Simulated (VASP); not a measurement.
# TaSi2: single point with BLYP+D3(BJ)

TaSi2:

```
Ta Si
1.0
     4.75865    0.00000    0.00000
    -2.37932    4.12111    0.00000
     0.00000    0.00000    6.49399
Ta Si
3 6
Direct
  0.00000 0.50000 0.33333
  0.50000 0.50000 0.66667
  0.50000 0.00000 0.00000
  0.31735 0.15867 0.33333
  0.15867 0.84133 0.66667
  0.84133 0.68265 0.00000
  0.68265 0.84133 0.33333
  0.84133 0.15867 0.66667
  0.15867 0.31735 0.00000
```

```yaml
Program: VASP 6.6.1
Task: single point
Functional: BLYP
Dispersion: D3(BJ)
Potentials_or_basis: VASP PAW PBE potentials, release 64 (Ta_pv, Si)
Cutoff: 520 eV
k_mesh: 5 × 5 × 3
Occupations: fermi-dirac, width 0.05 eV
Spin: no spin polarisation
```

| Item | Value |
| --- | --- |
| Pressure | 1.1 GPa |
| Dispersion energy per atom | -1.314 eV |

Forces on the atoms (eV/Å):
```
Ta   0.000  0.000  0.000
Ta   0.000  0.000  0.000
Ta   0.000  0.000  0.000
Si  -0.002 -0.001  0.000
Si  -0.002  0.001  0.000
Si   0.000  0.002  0.000
Si   0.002  0.001  0.000
Si   0.002 -0.001  0.000
Si   0.000 -0.002  0.000
```

Stress tensor (GPa, compression positive):
```
1.05 0.00 0.00
0.00 1.05 0.00
0.00 0.00 1.18
```

Levels at points of the mesh, in eV from the Fermi level:
| k point | band 27 | band 28 | band 29 | band 30 | band 31 | band 32 |
| --- | --- | --- | --- | --- | --- | --- |
| (0.00, 0.00, 0.00) | -2.15 | -2.15 | -1.32 | 0.86 | 3.18 | 3.18 |

Run time: 98 s on 1 thread of Intel(R) Xeon(R) Platinum 8375C CPU @ 2.90GHz (Ice Lake), on a shared host, peak memory 0.24 GiB.

Caveat: the PAW data sets were made with another functional, which shifts forces and pressure a little; spin-orbit coupling is left out, which moves the levels of the heavy elements; pairwise dispersion overbinds metals, which lowers pressure and volume.
